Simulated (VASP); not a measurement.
# W (Pm-3m) in VASP: notebook, part 2 of 2

VASP 6.6.1. Earlier steps stand in the parts before.

**3. Single point, PBE (volume scaled by 0.92)**

File INCAR:

```
SYSTEM = W
PREC = Accurate ; ENCUT = 520
EDIFF = 1E-7 ; ISMEAR = -1
SIGMA = 0.1 ; LREAL = .False.
LASPH = .True. ; NELM = 80
ALGO = Normal ; ISIF = 2
LWAVE = .False. ; LCHARG = .True.
GGA = PE ; LELF = .True.
LVHAR = .True. ; NBANDS = 13
```

File KPOINTS:

```
Automatic mesh
0
Gamma
  16 16 16
  0 0 0
```

File POSCAR:

```
W
1.0
    2.5653364965      0.0000000000      0.0000000000
    0.0000000000      2.5653364965      0.0000000000
    0.0000000000      0.0000000000      2.5653364965
W
1
Direct
    0.0000000000      0.0000000000      0.0000000000
```

Potentials or basis: VASP PAW PBE potentials, release 64 (W_sv).

On the command line:

```bash
$ cat potpaw_PBE.64/W_sv/POTCAR > POTCAR
$ mpirun -np 1 vasp_std > vasp.out
```

OUTCAR:

```text
SYSTEM = W
   PREC = Accurate
   ENCUT = 520
   EDIFF = 1E-7
   ISMEAR = -1
   LREAL = .False.
   LASPH = .True.
   NELM = 80
   ISIF = 2
   GGA = PE

 ion  position               nearest neighbor table
   1  0.000  0.000  0.000-

  LATTYP: Found a simple cubic cell.
 ALAT       =     2.5653364965

  Lattice vectors:

 A1 = (   2.5653364965,   0.0000000000,   0.0000000000)
 A2 = (   0.0000000000,   2.5653364965,   0.0000000000)
 A3 = (   0.0000000000,   0.0000000000,   2.5653364965)

Analysis of symmetry for initial positions (statically):
=====================================================================
 Subroutine PRICEL returns:
 Original cell was already a primitive cell.

 Routine SETGRP: Setting up the symmetry group for a
 simple cubic supercell.

 Subroutine GETGRP returns: Found 48 space group operations
 (whereof 48 operations were pure point group operations)
 out of a pool of 48 trial point group operations.

The static configuration has the point symmetry O_h .

Analysis of symmetry for dynamics (positions and initial velocities):
=====================================================================
 Subroutine PRICEL returns:
 Original cell was already a primitive cell.

 Routine SETGRP: Setting up the symmetry group for a
 simple cubic supercell.

 Subroutine GETGRP returns: Found 48 space group operations
 (whereof 48 operations were pure point group operations)
 out of a pool of 48 trial point group operations.

The dynamic configuration has the point symmetry O_h .

 Subroutine INISYM returns: Found 48 space group operations
 (whereof 48 operations are pure point group operations),
 and found     1 'primitive' translations

----------------------------------------------------------------------------------------

                                     Primitive cell

  volume of cell :      16.8824

  direct lattice vectors                    reciprocal lattice vectors
[... 113 lines left out ...]
   IVDW    =     0    specifies the selected vdW correction
   LEPSILON=     F    determine dielectric tensor
   LRPA    =     F    only Hartree local field effects (RPA)
 non-spin polarized calculation
  energy-cutoff  :      520.00
  volume of cell :       16.88
 maximum number of plane-waves:       480
 NGX is ok and might be reduce to    20
   NGX =  9   NGY =  9   NGZ =  9

 number of electron      14.0000004 magnetization

 Free energy of the ion-electron system (eV)
  ---------------------------------------------------
  ext. energy  EPLUGINS =         0.00000000
  ---------------------------------------------------
  free energy    TOTEN  =       -11.43370424 eV

  energy without entropy =      -11.40919829  energy(sigma->0) =      -11.42145126

 E-fermi :  10.4272     XC(G=0): -13.1363

 val. band max:       10.4248201968   @ k =   0.4375   0.3750   0.1250
 cond. band min:      10.4306226222   @ k =   0.3750   0.3125   0.1875
 fundamental gap:      0.0058024254
 Fermi energy:        10.4271781554

 k-point     1 :       0.0000    0.0000    0.0000
  band No.  band energies     occupation
      1     -63.5950      2.00000
      2     -27.0788      2.00000
      3     -27.0788      2.00000
      4     -27.0788      2.00000
      5       1.4619      2.00000
      6       5.6725      2.00000
      7       5.6725      2.00000
      8      15.7039      0.00000
      9      15.7039      0.00000
     10      15.7039      0.00000
     11      25.8252      0.00000
     12      25.8252      0.00000
     13      25.8252      0.00000
[... 354 lines left out ...]
  band No.  band energies     occupation
      1     -63.4420      2.00000
      2     -28.6673      2.00000
      3     -27.1730      2.00000
      4     -26.9083      2.00000
      5       5.7084      2.00000
      6       7.3793      2.00000
      7       8.1527      2.00000
      8      11.5453      0.00003
      9      12.6827      0.00000
     10      15.4192      0.00000
     11      20.6683      0.00000
     12      25.4681      0.00000
     13      29.4866      0.00000

 [... further k-points ...]

------------------------ aborting loop because EDIFF is reached ----------------------------------------

  FORCE on cell =-STRESS in cart. coord.  units (eV):
  Direction    XX          YY          ZZ          XY          YZ          ZX
  --------------------------------------------------------------------------------------
  -------------------------------------------------------------------------------------
  Total        2.3688422      2.3688422      2.3688422      0.0000000      0.0000000     -0.0000000
  in kB      224.8090001    224.8090001    224.8090001      0.0000000      0.0000000     -0.0000000
  external PRESSURE =     224.8090001 kB  Pullay stress =       0.0000000 kB

 VOLUME and BASIS-vectors are now :
 -----------------------------------------------------------------------------
  energy-cutoff  :      520.00
  volume of cell :       16.88
      direct lattice vectors                 reciprocal lattice vectors
     2.565336497  0.000000000  0.000000000     0.389812409  0.000000000  0.000000000
     0.000000000  2.565336497  0.000000000     0.000000000  0.389812409  0.000000000
     0.000000000  0.000000000  2.565336497     0.000000000  0.000000000  0.389812409

 POSITION                                       TOTAL-FORCE (eV/Angst)
 -----------------------------------------------------------------------------------
      0.00000      0.00000      0.00000         0.000000      0.000000      0.000000
 -----------------------------------------------------------------------------------
    total drift:                                0.000000      0.000000      0.000000

  FREE ENERGIE OF THE ION-ELECTRON SYSTEM (eV)
  ---------------------------------------------------
  free  energy   TOTEN  =       -11.4337042389 eV

  energy  without entropy=      -11.4091982906  energy(sigma->0) =      -11.42145126
```

OSZICAR:

```text
N       E                     dE             d eps       ncg     rms          rms(c)
DAV:   1     0.876284066347E+02    0.87628E+02   -0.74625E+03  4319   0.121E+03
DAV:   2    -0.100635205246E+02   -0.97692E+02   -0.93125E+02  4780   0.314E+02
DAV:   3    -0.117989924941E+02   -0.17355E+01   -0.17280E+01  4810   0.410E+01
DAV:   4    -0.118070926199E+02   -0.81001E-02   -0.80998E-02  4790   0.309E+00
DAV:   5    -0.118071706164E+02   -0.77997E-04   -0.77997E-04  4900   0.288E-01    0.200E+01
DAV:   6    -0.115087562959E+02    0.29841E+00   -0.26480E-01  4415   0.652E+00    0.892E+00
DAV:   7    -0.114363724540E+02    0.72384E-01   -0.13707E-01  4680   0.451E+00    0.529E-01
DAV:   8    -0.114337217699E+02    0.26507E-02   -0.49482E-03  4480   0.913E-01    0.293E-02
DAV:   9    -0.114337094440E+02    0.12326E-04   -0.75798E-05  4975   0.114E-01    0.424E-02
DAV:  10    -0.114337046671E+02    0.47769E-05   -0.17274E-05  4690   0.537E-02    0.917E-03
DAV:  11    -0.114337042723E+02    0.39479E-06   -0.35257E-07  4535   0.662E-03    0.711E-04
DAV:  12    -0.114337042389E+02    0.33363E-07   -0.34634E-09  2475   0.682E-04
   1 F= -.11433704E+02 E0= -.11421451E+02  d E =-.245059E-01
```

Wall time 20 s (1 thread of Intel Xeon 6975P-C, shared host); peak memory 0.15 GiB.

Results:

```yaml
Free_energy: -11.4337 eV
Pressure: 22.5 GPa
Band_gap_on_the_k_mesh: zero (band 7 reaches 12.51 eV, above the bottom of band 8 at 9.21 eV)
```

Levels at points of the mesh, in eV from the Fermi level:
| k point | band 3 | band 4 | band 5 | band 6 | band 7 | band 8 | band 9 | band 10 | band 11 | band 12 |
| --- | --- | --- | --- | --- | --- | --- | --- | --- | --- | --- |
| (0.00, 0.00, 0.00) | -37.51 | -37.51 | -8.97 | -4.75 | -4.75 | 5.28 | 5.28 | 5.28 | 15.40 | 15.40 |
| (0.50, 0.00, 0.00) | -37.36 | -37.36 | -5.28 | -3.68 | -0.71 | 1.00 | 1.00 | 5.74 | 10.28 | 14.04 |
| (0.50, 0.50, 0.00) | -38.90 | -37.21 | -6.16 | -3.05 | 1.88 | 1.88 | 5.21 | 5.21 | 8.26 | 15.66 |
| (0.50, 0.50, 0.50) | -38.69 | -38.69 | -4.34 | -4.34 | -4.34 | 7.17 | 8.59 | 8.59 | 12.72 | 12.72 |

Caveat: the cell differs from its parent crystal (volume scaled by 0.92); spin-orbit coupling is left out, which moves the levels of the heavy elements.

**4. Single point, PBE**

This run uses another cell than the first one, of 18.35 Å³/atom, 1.087 times its volume.

File INCAR:

```
SYSTEM = W
PREC = Accurate ; ENCUT = 520
EDIFF = 1E-7 ; ISMEAR = -1
SIGMA = 0.1 ; LREAL = .FALSE.
LASPH = .TRUE. ; NELM = 100
ALGO = Normal ; ISIF = 2
LWAVE = .FALSE. ; LCHARG = .TRUE.
GGA = PE ; LELF = .TRUE.
LVHAR = .TRUE. ; NBANDS = 13
```

File KPOINTS:

```
regular mesh
0
G
  16 16 16
  0 0 0
```

File POSCAR:

```
W
1.0
    2.6376372290      0.0000000000      0.0000000000
    0.0000000000      2.6376372290      0.0000000000
    0.0000000000      0.0000000000      2.6376372290
W
1
Direct
    0.0000000000      0.0000000000      0.0000000000
```

On the command line:

```bash
$ cat potpaw_PBE.64/W_sv/POTCAR > POTCAR
$ mpirun -np 1 vasp_std > vasp.out
```

Wall time 19 s (1 thread of Intel Xeon 6975P-C, shared host); peak memory 0.15 GiB.

The run converged. Its results:

| Property | Result |
| --- | --- |
| Free energy | -11.5328 eV |
| Pressure | 0.5 GPa |
| Band gap on the k mesh | zero (band 7 reaches 11.22 eV, above the bottom of band 8 at 8.32 eV) |

Levels at points of the mesh, in eV from the Fermi level:
```csv
k point,band 4,band 5,band 6,band 7,band 8,band 9,band 10,band 11
"(0.00, 0.00, 0.00)",-37.72,-8.56,-4.31,-4.31,4.69,4.69,4.69,14.63
"(0.50, 0.00, 0.00)",-37.60,-5.07,-3.35,-0.76,0.93,0.93,5.09,9.15
"(0.50, 0.50, 0.00)",-37.50,-5.51,-2.90,1.69,1.69,4.72,4.72,7.32
"(0.50, 0.50, 0.50)",-38.65,-3.86,-3.86,-3.86,7.34,7.60,7.60,11.47
```

Caveat: spin-orbit coupling is left out, which moves the levels of the heavy elements.

**5. Relaxation of cell and atoms, PBE**

This run uses another cell than the first one, of 17.44 Å³/atom, 1.033 times its volume.

File INCAR:

```
SYSTEM = W
PREC     = Accurate       ! precision mode
ENCUT    = 600            ! plane-wave cutoff, eV
EDIFF    = 1E-6           ! SCF threshold, eV
ISMEAR   = -1             ! smearing method
SIGMA    = 0.1            ! smearing width, eV
LREAL    = .False.        ! projectors in reciprocal space
LASPH    = .True.         ! aspherical terms in the spheres
NELM     = 60             ! most SCF steps
ALGO     = Normal         ! electronic algorithm
ISIF     = 3              ! what is computed and relaxed
LWAVE    = .False.        ! write WAVECAR
LCHARG   = .False.        ! write CHGCAR
GGA      = PE             ! functional
IBRION   = 2              ! ionic algorithm
NSW      = 60             ! ionic steps
EDIFFG   = -0.005         ! ionic threshold
```

File KPOINTS:

```
regular mesh
0
Gamma
  16 16 16
  0 0 0
```

File POSCAR:

```
W
1.0
    2.5931079797      0.0000000000      0.0000000000
    0.0000000000      2.5931079797      0.0000000000
    0.0000000000      0.0000000000      2.5931079797
W
1
Direct
    0.0000000000      0.0000000000      0.0000000000
```

On the command line:

```bash
$ cat potpaw_PBE.64/W_sv/POTCAR > POTCAR
$ mpirun -np 1 vasp_std > vasp.out
```

Wall time 43 s (1 thread of Intel Xeon 6975P-C, shared host); peak memory 0.18 GiB.

It converged, with:

* Free energy: -11.5329 eV
* Relaxed volume: 18.40 Å³/atom
* Relaxed cell: a = 2.640 Å, b = 2.640 Å, c = 2.640 Å, α = 90.00°, β = 90.00°, γ = 90.00°
* Space group after relaxing (to 0.05 Å): Pm-3m (No. 221)
* Energy gained by relaxing: 37.6 meV/atom
* Ionic steps: 4
* Pressure after relaxing: 0.0 GPa
* Band gap on the k mesh: zero (band 7 reaches 11.18 eV, above the bottom of band 8 at 8.29 eV)

Step by step:
```csv
step,energy change (eV),largest force (eV/Å),pressure (GPa),volume (Å³)
1,0.0000,0.0000,13.14,17.44
2,0.2022,0.0000,-23.29,21.30
3,-0.0375,0.0000,-0.69,18.46
4,-0.0376,0.0000,-0.04,18.40
```

Final structure:
```
W
1.0
     2.64016    0.00000    0.00000
     0.00000    2.64016    0.00000
     0.00000    0.00000    2.64016
W
1
Direct
  0.00000 0.00000 0.00000
```

Levels at points of the mesh, in eV from the Fermi level:
```tsv
k point	band 4	band 5	band 6	band 7	band 8	band 9	band 10	band 11
(0.00, 0.00, 0.00)	-37.73	-8.55	-4.30	-4.30	4.67	4.67	4.67	14.60
(0.50, 0.00, 0.00)	-37.61	-5.06	-3.34	-0.76	0.93	0.93	5.06	9.11
(0.50, 0.50, 0.00)	-37.51	-5.49	-2.90	1.69	1.69	4.70	4.70	7.29
(0.50, 0.50, 0.50)	-38.65	-3.85	-3.85	-3.85	7.34	7.57	7.57	11.43
```

Caveat: spin-orbit coupling is left out, which moves the levels of the heavy elements.

**6. Overview**

| task | cell | cutoff (eV) | gap on the mesh (eV) | pressure (GPa) |
| --- | --- | --- | --- | --- |
| single point | a = 2.565 Å, 1 atom | 520 | none | 22.5 |
| single point | a = 2.638 Å, 1 atom | 520 | none | 0.5 |
| relaxation of cell and atoms | relaxed from a = 2.593 Å, 1 atom | 600 | none | 0.0 |

Alike in all rows: level PBE; potentials or basis VASP PAW PBE potentials, release 64 (W_sv); no spin polarisation; k mesh 16 × 16 × 16; smearing fermi-dirac 0.1 eV.

Caveats: spin-orbit coupling is left out, which moves the levels of the heavy elements.

Total energies depend on the potentials used, so only differences within one code and one set of settings carry meaning.
